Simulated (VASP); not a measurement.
# Br (Pm-3m) in VASP: single point with PBEsol

Aim: the single point of Br with PBEsol.

All numbers are computed with VASP 6.6.1; they aren't measurements. Logs are shortened: lines on timing, memory, paths and dates and some standing lists are left out, and cuts for length are marked.

## 1. The cell of the first run

The structure is cubic, space group Pm-3m (No. 221). The conventional cell has a = 2.986 Å, b = 2.986 Å, c = 2.986 Å, α = 90.00°, β = 90.00°, γ = 90.00°. Br (site symmetry m-3m) has 6 Br at 2.99 Å within 3.9 Å.

## 2. Single point, PBEsol

File INCAR:

```
PREC = Accurate ; ENCUT = 520
EDIFF = 1E-6 ; ISMEAR = -1
SIGMA = 0.1 ; LREAL = F
LASPH = T ; NELM = 80
ALGO = Normal ; ISIF = 2
LWAVE = F ; LCHARG = F
GGA = PS ; NBANDS = 10
ISYM = 0
```

File KPOINTS:

```
Automatic mesh
0
Gamma
  12 12 12
  0.5 0.5 0.5
```

File POSCAR:

```
Br
1.0
    2.9855851172      0.0000000000      0.0000000000
    0.0000000000      2.9855851172      0.0000000000
    0.0000000000      0.0000000000      2.9855851172
Br
1
Direct
    0.0000000000      0.0000000000      0.0000000000
```

Potentials or basis: VASP PAW PBE potentials, release 64 (Br).

Run with:

```bash
> cat potpaw_PBE.64/Br/POTCAR > POTCAR
> mpirun -np 1 vasp_std > vasp.out
```

OUTCAR:

```text
PREC = Accurate
   ENCUT = 520
   EDIFF = 1E-6
   ISMEAR = -1
   LREAL = F
   LASPH = T
   NELM = 80
   ISIF = 2
   GGA = PS
   ISYM = 0

 ion  position               nearest neighbor table
   1  0.000  0.000  0.000-

IMPORTANT INFORMATION: All symmetrisations will be switched off!
NOSYMM: (Re-)initialisation of all symmetry stuff for point group C_1.

----------------------------------------------------------------------------------------

                                     Primitive cell

  volume of cell :      26.6127

  direct lattice vectors                    reciprocal lattice vectors
     2.985585117  0.000000000  0.000000000     0.334942720  0.000000000  0.000000000
     0.000000000  2.985585117  0.000000000     0.000000000  0.334942720  0.000000000
     0.000000000  0.000000000  2.985585117     0.000000000  0.000000000  0.334942720

  length of vectors
     2.985585117  2.985585117  2.985585117     0.334942720  0.334942720  0.334942720

  position of ions in fractional coordinates (direct lattice)
     0.000000000  0.000000000  0.000000000

  ion indices of the primitive-cell ions
   primitive index   ion index
                 1           1

----------------------------------------------------------------------------------------

 KPOINTS: Automatic mesh

Automatic generation of k-mesh.
 Grid dimensions read from file:
 generate k-points for:   12   12   12

 Generating k-lattice:

  Cartesian coordinates                     Fractional coordinates (reciprocal lattice)
     0.027911893  0.000000000  0.000000000     0.083333333  0.000000000  0.000000000
     0.000000000  0.027911893  0.000000000     0.000000000  0.083333333  0.000000000
     0.000000000  0.000000000  0.027911893     0.000000000  0.000000000  0.083333333

  Length of vectors
     0.027911893  0.027911893  0.027911893

  Shift w.r.t. Gamma in fractional coordinates (k-lattice)
     0.500000000  0.500000000  0.500000000

 Subroutine IBZKPT returns following result:
 ===========================================

 Found    864 irreducible k-points:

 Following reciprocal coordinates:
            Coordinates               Weight
  0.041667  0.041667  0.041667      2.000000
 -0.041667  0.041667  0.041667      2.000000
 -0.041667 -0.041667  0.041667      2.000000
  0.041667 -0.041667  0.041667      2.000000
  0.125000  0.041667  0.041667      2.000000
  0.041667  0.125000  0.041667      2.000000
[... 16 lines left out ...]
 -0.208333 -0.041667  0.041667      2.000000
 -0.041667 -0.208333  0.041667      2.000000
 [... further k-points ...]
   k-points           NKPTS =    864   k-points in BZ     NKDIM =    864   number of bands    NBANDS=     10
   number of dos      NEDOS =    301   number of ions     NIONS =      1
   total plane-waves  NPLWV =  13824
   dimension x,y,z NGX =    24 NGY =   24 NGZ =   24
   dimension x,y,z NGXF=    48 NGYF=   48 NGZF=   48
   ions per type =               1
   NGX,Y,Z   is equivalent  to a cutoff of  13.36, 13.36, 13.36 a.u.
   NGXF,Y,Z  is equivalent  to a cutoff of  26.73, 26.73, 26.73 a.u.
 SYSTEM =  unknown system
   PREC   = accura    normal or accurate (medium, high low for compatibility)
   ISTART =      0    job   : 0-new  1-cont  2-samecut
   ICHARG =      2    charge: 1-file 2-atom 10-const
   ISPIN  =      1    spin polarized calculation?
   LNONCOLLINEAR =      F non collinear calculations
   LSORBIT =      F    spin-orbit coupling
   LASPH  =      T    aspherical Exc in radial PAW
   ENCUT  =  520.0 eV  38.22 Ry    6.18 a.u.   5.55  5.55  5.55*2*pi/ulx,y,z
   NELM   =     80;   NELMIN=  2; NELMDL= -5     # of ELM steps
   EDIFF  = 0.1E-05   stopping-criterion for ELM
   LREAL  =      F    real-space projection
   EDIFFG = 0.1E-04   stopping-criterion for IOM
   NSW    =      0    number of steps for IOM
   IBRION =     -1    ionic relax: 0-MD 1-quasi-New 2-CG
   NFREE  =      0    steps in history (QN), initial steepest desc. (CG)
   ISIF   =      2    stress and relaxation
   ISYM   =      0    0-nonsym 1-usesym 2-fastsym
   POTIM  = 0.5000    time-step for ionic-motion
   TEBEG  =    0.0;   TEEND  =   0.0 temperature during run
   PSTRESS=    0.0 pullay stress
   NELECT =       7.0000    total number of electrons
   NUPDOWN=      -1.0000    fix difference up-down
   EMIN   =  10.00;   EMAX   =-10.00  energy-range for DOS
   EFERMI =   0.00;   METHOD = LEGACY
   ISMEAR =    -1;   SIGMA  =   0.10  broadening in eV -4-tet -1-fermi 0-gaus
   EFERMI_NEDOS =   21; number of points for ismear=-14 and -15
   IALGO  =     38    algorithm
   IMIX   =      4    mixing-type and parameters
     AMIX     =   0.40;   BMIX     =  1.00
     AMIX_MAG =   1.60;   BMIX_MAG =  1.00
  volume/ion in A,a.u.               =      26.61       179.59
  Fermi-wavevector in a.u.,A,eV,Ry     =   1.048926  1.982182 14.969743  1.100245
  Thomas-Fermi vector in A             =   2.183867
   LORBIT       =      0    0 simple, 1 ext, 2 COOP (PROOUT), +10 PAW based schemes
   GGA     = PS    functional components
   LHFCALC =     F    Hartree Fock is set to
   AEXX    =    0.0000 exact exchange contribution
   IVDW    =     0    specifies the selected vdW correction
   LEPSILON=     F    determine dielectric tensor
   LRPA    =     F    only Hartree local field effects (RPA)
 non-spin polarized calculation
  energy-cutoff  :      520.00
  volume of cell :       26.61
 maximum number of plane-waves:       739
   NGX = 11   NGY = 11   NGZ = 11

 number of electron       6.9999997 magnetization

 Free energy of the ion-electron system (eV)
  ---------------------------------------------------
  ext. energy  EPLUGINS =         0.00000000
  ---------------------------------------------------
  free energy    TOTEN  =        -1.48255802 eV

  energy without entropy =       -1.44841927  energy(sigma->0) =       -1.46548864

 E-fermi :   2.1918     XC(G=0):  -9.2948

 val. band max:        2.1679902661   @ k =   0.2083  -0.0417   0.0417
 cond. band min:       2.2399104560   @ k =  -0.1250  -0.2917  -0.4583
 fundamental gap:      0.0719201899
 Fermi energy:         2.1917878176

 k-point     1 :       0.0417    0.0417    0.0417
  band No.  band energies     occupation
      1     -14.1507      2.00000
      2       1.8577      1.93161
      3       1.9043      1.89319
      4       1.9043      1.89319
      5       8.8768      0.00000
      6      10.9408      0.00000
      7      10.9408      0.00000
      8      21.4070      0.00000
      9      21.9092      0.00000
     10      21.9092      0.00000

 k-point     2 :      -0.0417    0.0417    0.0417
  band No.  band energies     occupation
      1     -14.1507      2.00000
      2       1.8577      1.93161
      3       1.9043      1.89319
      4       1.9043      1.89319
      5       8.8768      0.00000
      6      10.9408      0.00000
      7      10.9408      0.00000
      8      21.4070      0.00000
      9      21.9092      0.00000
     10      21.9092      0.00000

 k-point     3 :      -0.0417   -0.0417    0.0417
  band No.  band energies     occupation
      1     -14.1507      2.00000
      2       1.8577      1.93161
      3       1.9043      1.89319
      4       1.9043      1.89319
      5       8.8768      0.00000
      6      10.9408      0.00000
      7      10.9408      0.00000
      8      21.4070      0.00000
      9      21.9092      0.00000
     10      21.9092      0.00000

 k-point     4 :       0.0417   -0.0417    0.0417
  band No.  band energies     occupation
      1     -14.1507      2.00000
      2       1.8577      1.93161
      3       1.9043      1.89319
      4       1.9043      1.89319
      5       8.8768      0.00000
      6      10.9408      0.00000
      7      10.9408      0.00000
      8      21.4070      0.00000
      9      21.9092      0.00000
     10      21.9092      0.00000

 k-point     5 :       0.1250    0.0417    0.0417
  band No.  band energies     occupation
      1     -14.0263      2.00000
      2       0.8156      2.00000
      3       1.9720      1.80021
      4       1.9982      1.74774
      5       9.3844      0.00000
      6      11.1054      0.00000
      7      12.0573      0.00000
      8      19.8710      0.00000
      9      20.1148      0.00000
     10      21.9791      0.00000

 k-point     6 :       0.0417    0.1250    0.0417
  band No.  band energies     occupation
      1     -14.0263      2.00000
      2       0.8156      2.00000
      3       1.9720      1.80021
      4       1.9982      1.74774
      5       9.3844      0.00000
      6      11.1054      0.00000
      7      12.0573      0.00000
      8      19.8710      0.00000
      9      20.1148      0.00000
     10      21.9791      0.00000
[... 183 lines left out ...]
 k-point    21 :      -0.2083    0.0417    0.0417
  band No.  band energies     occupation
      1     -13.7966      2.00000
      2      -0.6128      2.00000
      3       2.1449      1.23031
      4       2.1680      1.11843
      5       9.9432      0.00000
      6      11.4186      0.00000
      7      13.8259      0.00000
      8      18.3509      0.00000
      9      18.4022      0.00000
     10      21.4338      0.00000

 k-point    22 :      -0.0417    0.0417    0.2083
  band No.  band energies     occupation
      1     -13.7966      2.00000
      2      -0.6128      2.00000
      3       2.1449      1.23031
      4       2.1680      1.11843
      5       9.9432      0.00000
      6      11.4186      0.00000
      7      13.8259      0.00000
      8      18.3509      0.00000
      9      18.4022      0.00000
     10      21.4338      0.00000

 k-point    23 :      -0.2083   -0.0417    0.0417
  band No.  band energies     occupation
      1     -13.7966      2.00000
      2      -0.6128      2.00000
      3       2.1449      1.23031
      4       2.1680      1.11843
      5       9.9432      0.00000
      6      11.4186      0.00000
      7      13.8259      0.00000
      8      18.3509      0.00000
      9      18.4022      0.00000
     10      21.4338      0.00000

 k-point    24 :      -0.0417   -0.2083    0.0417
  band No.  band energies     occupation
      1     -13.7966      2.00000
      2      -0.6128      2.00000
      3       2.1449      1.23031
      4       2.1680      1.11843
      5       9.9432      0.00000
      6      11.4186      0.00000
      7      13.8259      0.00000
      8      18.3509      0.00000
      9      18.4022      0.00000
     10      21.4338      0.00000

 [... further k-points ...]
[... 5 lines left out ...]
  --------------------------------------------------------------------------------------
  -------------------------------------------------------------------------------------
  Total        0.2676573      0.2676580      0.2676583      0.0000003      0.0000001      0.0000004
  in kB       16.1139209     16.1139653     16.1139861      0.0000152      0.0000081      0.0000224
  external PRESSURE =      16.1139574 kB  Pullay stress =       0.0000000 kB

 VOLUME and BASIS-vectors are now :
 -----------------------------------------------------------------------------
  energy-cutoff  :      520.00
  volume of cell :       26.61
      direct lattice vectors                 reciprocal lattice vectors
     2.985585117  0.000000000  0.000000000     0.334942720  0.000000000  0.000000000
     0.000000000  2.985585117  0.000000000     0.000000000  0.334942720  0.000000000
     0.000000000  0.000000000  2.985585117     0.000000000  0.000000000  0.334942720

 POSITION                                       TOTAL-FORCE (eV/Angst)
 -----------------------------------------------------------------------------------
      0.00000      0.00000      0.00000         0.000000      0.000000     -0.000000
 -----------------------------------------------------------------------------------
    total drift:                                0.000000      0.000000     -0.000000

  FREE ENERGIE OF THE ION-ELECTRON SYSTEM (eV)
  ---------------------------------------------------
  free  energy   TOTEN  =        -1.4825580186 eV

  energy  without entropy=       -1.4484192674  energy(sigma->0) =       -1.46548864
```

Wall time 56 s (1 thread of Intel Xeon Platinum 8488C (Sapphire Rapids), shared host); peak memory 0.31 GiB.

Results:

```
Free energy : -1.4826 eV
Pressure    : 1.6 GPa
```

Caveat: the PAW data sets were made with another functional, which shifts forces and pressure a little; an odd number of electrons without spin polarisation forces a metal; a magnetic or distorted state may lie lower.
